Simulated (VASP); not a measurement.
Input of a VASP 6.6.1 run:

File POSCAR:

```
Rh
1.0
    4.2084784188      0.0000000000      0.0000000000
   -2.1042392094      3.6446492220      0.0000000000
    0.0000000000      0.0000000000      2.5852750274
Rh
3
Direct
    0.0000000000      1.0000000000      0.0000000000
    0.3333333333      0.6666666667      0.5000000000
    0.6666666667      0.3333333333      0.5000000000
```

The input INCAR.step1:

```
SYSTEM = Rh
PREC = Accurate
ENCUT = 520
ISMEAR = -1
SIGMA = 0.05
LREAL = .False.
LASPH = .True.
NELM = 150
ISPIN = 2
MAGMOM = 1.137 0.818 0.818
LMAXMIX = 4
NBANDS = 34
GGA = PE
ALGO = Normal
EDIFF = 1E-4
LWAVE = .True.
LCHARG = .False.
```

INCAR.step2

```
SYSTEM = Rh
PREC = Accurate
ENCUT = 520
EDIFF = 1E-7
ISMEAR = -1
SIGMA = 0.05
LREAL = .False.
LASPH = .True.
NELM = 150
ALGO = Normal
ISIF = 2
LWAVE = .False.
LCHARG = .True.
ISPIN = 2
MAGMOM = 1.137 0.818 0.818
LORBIT = 11
LMAXMIX = 4
METAGGA = R2SCAN
LMIXTAU = .True.
LELF = .True.
LVHAR = .True.
NBANDS = 34
ISTART = 1
```

The input KPOINTS:

```
Automatic mesh
0
Gamma
  10 10 13
  0 0 0
```

Potentials or basis: VASP PAW PBE potentials, release 64 (Rh_pv).

Run with:

```bash
$ cat potpaw_PBE.64/Rh_pv/POTCAR > POTCAR
$ cp INCAR.step1 INCAR
$ mpirun -np 1 vasp_std > vasp.out
$ cp INCAR.step2 INCAR
$ mpirun -np 1 vasp_std > vasp.out
```

(1) What does it give for the pressure?

(2) Predict the net moment.

Results:

(1) 21.4 GPa.

(2) 0.00 μB per cell.

Caveat: the cell stands under pressure; the PAW data sets were made with another functional, which shifts forces and pressure a little.
